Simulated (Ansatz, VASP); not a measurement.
# One calculation of SnSe2, two programs

File INCAR:

```
ALGO = Normal
EDIFF = 1E-6
ENCUT = 500
GGA = PS
GGA_COMPAT = False
ISIF = 2
ISMEAR = 0
LASPH = True
LCHARG = False
LREAL = False
LWAVE = False
NBANDS = 20
NELM = 120
PREC = Accurate
SIGMA = 0.01
```

The input KPOINTS:

```
k-points
0
Gamma
  8 8 4
```

POSCAR

```
SnSe2
1.0
    3.8189419507      0.0000000000      0.0000000000
   -1.9094709754      3.3073007449      0.0000000000
    0.0000000000      0.0000000000      6.1394653516
Sn Se
1 2
Direct
    0.0000000000      0.0000000000      0.0000000000
    0.3333333333      0.6666666667      0.2584674350
    0.6666666667      0.3333333333      0.7415325650
```

Input for Ansatz:

```yaml
crystal:
  lattice:
    - [3.81894195073, 0.0, 0.0]
    - [-1.90947097537, 3.30730074491, 0.0]
    - [0.0, 0.0, 6.1394653516]
  atoms:
    - { symbol: Sn, position: [0.0, 0.0, 0.0] }
    - { symbol: Se, position: [0.333333333333, 0.666666666667, 0.258467434951] }
    - { symbol: Se, position: [0.666666666667, 0.333333333333, 0.741532565049] }
kpoints:
  mp_grid: { grid: [8, 8, 4] }
scf:
  occupations: { method: fixed }
hamiltonian:
  xc: pbesol
  pseudopotentials: { kind: all_electron, lapw: { basis_error: 0.001 } }
output:
  forces: true
  stress: true
  eigenvalues: true
  eigenstates:
    nscf_kmesh: { grid: [12, 12, 6] }
    de_dk: true
    e_range: [-9, 10.47466336565]
checkpoint:
  write: ck
  write_wavefunctions: false
```

Alike in both runs: task single point; functional PBEsol; k mesh 8 × 8 × 4; no spin polarisation.

|  | VASP | Ansatz |
| --- | --- | --- |
| version | VASP 6.6.1 | Ansatz 0.2.0 |
| potentials or method | VASP PAW PBE potentials, release 64 (Sn_d, Se), cutoff 500 eV | all-electron LAPW, scalar-relativistic |
| occupations | gaussian, width 0.01 eV | fixed |

```tsv
	VASP	Ansatz	Ansatz less VASP
gap on the k mesh at the Fermi level (eV)	0.66	0.67	+0.006
pressure (GPa)	0.1	0.0	-0.11
rms of the force components (eV/Å)	0.005	0.004	-0.0013
```

VASP's potentials were made for PBE, not for PBEsol. Atom by atom the forces differ by 0.010 eV/Å (rms over components). Ansatz ran all-electron here, and VASP with PAW potentials.
